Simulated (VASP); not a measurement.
Runs of VASP 6.6.1 on Sc. The structure is that of space group I4/mmm (No. 139), or close to it. The cells are those of the table. 

```csv
task,level,cell,k mesh,cutoff (eV),grid for exact exchange (PRECFOCK),share of exact exchange,screening parameter,gap on the mesh (eV),pressure (GPa),relaxed volume (Å³/atom)
single point,HSE06,"a = 3.210 Å, angles 106.6, 106.6, 115.3°, 1 atom",6 × 6 × 6,520,Normal,0.25,0.2079 1/Å,none,(a),-
single point,PBE,"a = 3.273 Å, angles 106.6, 106.6, 115.3°, 1 atom",10 × 10 × 10,520,-,-,-,none,-3.4,-
relaxation of cell and atoms,PBE,"relaxed from a = 3.210 Å, angles 106.6, 106.6, 115.3°, 1 atom",10 × 10 × 10,600,-,-,-,none,0.0,(b)
relaxation of cell and atoms,PBE+D4,"relaxed from a = 3.210 Å, angles 106.6, 106.6, 115.3°, 1 atom",10 × 10 × 10,600,-,-,-,none,0.0,24.13
relaxation of cell and atoms,PBE+D3(BJ),"relaxed from a = 3.210 Å, angles 106.6, 106.6, 115.3°, 1 atom",10 × 10 × 10,600,-,-,-,none,0.0,23.71
```

Alike in all rows: potentials or basis VASP PAW PBE potentials, release 64 (Sc_sv); no spin polarisation; smearing fermi-dirac 0.05 eV.

Task: Fill in the values left out.

Result: (a) 0.5; (b) 24.89.

Caveats: some runs use coarse meshes; the PAW data sets were made with another functional, which shifts forces and pressure a little (at least some runs); the cell stands under tension (at least some runs).

A gap of «none» marks levels without a gap at the run's occupations.
